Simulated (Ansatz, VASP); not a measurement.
Sn2GeO3: VASP beside Ansatz

```
Sn Ge O
1.0
     4.16512    0.00148    0.00019
    -0.00124    3.51554    0.00102
    -0.01198   -0.00048   14.87164
Sn Ge O
4 2 6
Direct
  0.99287 0.49987 0.90248
  0.99213 0.49995 0.25399
  0.49247 0.00013 0.09752
  0.49169 0.00008 0.74603
  0.07201 0.49988 0.56750
  0.57169 0.99999 0.43249
  0.49264 0.49998 0.83509
  0.49299 0.50002 0.18639
  0.45792 0.50004 0.49925
  0.99295 0.99998 0.81360
  0.99270 0.00004 0.16491
  0.95794 0.00003 0.50075
```

Change from the starting cell: cell x1, atoms moved at random (sigma 0.05 Å) and cell strained at random (1.5 %), then relaxed without symmetry.

Alike in both runs: functional PBE; k mesh 4 × 4 × 1; occupations gaussian, width 0.1 eV; no spin polarisation.

Ansatz relaxed the structure, and its values are those at the end. VASP's run is a single point on that final structure, the one shown.

|  | VASP | Ansatz |
| --- | --- | --- |
| version | VASP 6.6.1 | Ansatz 0.2.0 |
| potentials or method | VASP PAW PBE potentials, release 64 (Sn_d, Ge_d, O), cutoff 520 eV | scalar-relativistic, plane waves, PAW |
| valence electrons in the cell | 120 | 120 |

|  | VASP | Ansatz | Ansatz less VASP |
| --- | --- | --- | --- |
| gap on the k mesh at the Fermi level (eV) | 0.96 | 0.97 | +0.007 |
| least direct gap on the mesh (eV) | 1.75 | 1.77 | +0.024 |
| pressure (GPa) | 0.2 | 0.0 | -0.18 |
| rms of the force components (eV/Å) | 0.031 | 0.005 | -0.0255 |

The functional is the same, so the differences come from potentials, cutoffs and numerics.

The k mesh is coarse, so the values compare programs but aren't converged.
